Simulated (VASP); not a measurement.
Runs of VASP 6.6.1 on CdTe. The structure is that of space group F-43m (No. 216), or close to it. The cells are those of the table. 

| task | level | potentials or basis | cell | cutoff (eV) | gap on the mesh (eV) | pressure (GPa) | relaxed volume (Å³/atom) |
| --- | --- | --- | --- | --- | --- | --- | --- |
| relaxation of cell and atoms | PBE | VASP PAW PBE potentials, release 64 (Cd, Te) | relaxed from a = 4.533 Å, angles 60.0°, 2 atoms | 600 | 0.57 | 0.0 | (c) |
| single point | PBEsol | VASP PAW PBE potentials, release 64 (Cd, Te) | a = 4.589 Å, angles 60.0°, 2 atoms | 520 | (a) | (b) | - |
| single point | PBE | VASP PAW PBE potentials, release 64 (Cd, Te) | a = 4.678 Å, angles 60.0°, 2 atoms | 520 | 0.58 | 0.1 | - |
| relaxation of cell and atoms | PBEsol | VASP PAW PBE potentials, release 64 (Cd, Te) | relaxed from a = 4.533 Å, angles 60.0°, 2 atoms | 600 | 0.64 | 0.0 | 34.27 |
| relaxation of cell and atoms | LDA | VASP PAW LDA potentials, release 64 (Cd, Te) | relaxed from a = 4.533 Å, angles 60.0°, 2 atoms | 600 | 0.63 | -0.1 | 33.14 |

Alike in all rows: no spin polarisation; k mesh 6 × 6 × 6; smearing gaussian 0.01 eV.

Problem. Fill in the values left out.

Solution. (a) 0.65; (b) 0.2; (c) 36.32.

Caveats: spin-orbit coupling is left out, which moves the levels of the heavy elements; the PAW data sets were made with another functional, which shifts forces and pressure a little (some runs); the volume moved by +10 % from the deposited cell, more than functionals usually miss (some runs).

A k mesh can miss the band edges, and the runs leave out spin-orbit coupling on Cd, Te.
